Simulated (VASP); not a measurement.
Input of a VASP 6.6.1 run:

File POSCAR:

```
ScAl3
1.0
    4.1053305968      0.0000000000      0.0000000000
    0.0000000000      4.1053305968      0.0000000000
    0.0000000000      0.0000000000      4.1053305968
Sc Al
1 3
Direct
    0.0000000000      0.0000000000      0.0000000000
    0.5000000000      0.0000000000      0.5000000000
    0.0000000000      0.5000000000      0.5000000000
    0.5000000000      0.5000000000      0.0000000000
```

The input INCAR.step1:

```
SYSTEM = ScAl3
ALGO = Normal
EDIFF = 1E-4
ENCUT = 520
GGA = PE
ISMEAR = 0
LASPH = .TRUE.
LCHARG = .FALSE.
LREAL = .FALSE.
LWAVE = .TRUE.
NBANDS = 18
NELM = 100
PREC = Accurate
SIGMA = 0.1
```

INCAR.step2

```
SYSTEM = ScAl3
ALGO = Normal
EDIFF = 1E-6
ENCUT = 520
ISIF = 2
ISMEAR = 0
ISTART = 1
LASPH = .TRUE.
LCHARG = .FALSE.
LMIXTAU = .TRUE.
LREAL = .FALSE.
LWAVE = .FALSE.
METAGGA = R2SCAN
NBANDS = 18
NELM = 100
PREC = Accurate
SIGMA = 0.1
```

Contents of KPOINTS:

```
k-points
0
G
  10 10 10
  0 0 0
```

Potentials or basis: VASP PAW PBE potentials, release 64 (Sc_sv, Al).

The run is started by

```console
$ cat potpaw_PBE.64/Sc_sv/POTCAR potpaw_PBE.64/Al/POTCAR > POTCAR
$ cp INCAR.step1 INCAR
$ mpirun -np 1 vasp_std > vasp.out
$ cp INCAR.step2 INCAR
$ mpirun -np 1 vasp_std > vasp.out
```

Q: What does it give for the band gap on the k mesh?

A: Zero (band 10 reaches 8.15 eV, above the bottom of band 11 at 3.94 eV).

Q: Estimate the pressure.

A: -1.3 GPa.

Caveat: the PAW data sets were made with another functional, which shifts forces and pressure a little.
